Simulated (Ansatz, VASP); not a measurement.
One calculation of GaC4, two programs

```
Ga C
1.0
     3.69780    0.00000    0.00000
     0.00000    3.69780    0.00000
     0.00000    0.00000    3.69780
Ga C
1 4
Direct
  0.00000 0.00000 0.00000
  0.00000 0.50000 0.50000
  0.50000 0.00000 0.50000
  0.50000 0.50000 0.00000
  0.50000 0.50000 0.50000
```

Alike in both runs: task relaxation of cell and atoms; functional PBE; k mesh 6 × 6 × 6; occupations gaussian, width 0.1 eV; no spin polarisation.

```csv
,VASP,Ansatz
version,VASP 6.6.1,Ansatz 0.2.0
potentials or method,"VASP PAW PBE potentials, release 64 (Ga_d, C), cutoff 600 eV","scalar-relativistic, plane waves, PAW"
valence electrons in the cell,29,29
```

```csv
,VASP,Ansatz,Ansatz less VASP
"gap on the k mesh at the Fermi level, each at its own relaxed structure (eV)",none,none,-
relaxed volume (Å³/atom),8.42,8.43,+0.006
relaxed cell length with the largest relative difference (Å),3.479,3.480,+0.0008
```

A gap of «none» marks a metal or a gap that the smearing closes.

Noted on VASP's run: the volume moved by over 15 % at a fixed basis, so the end points are rough.
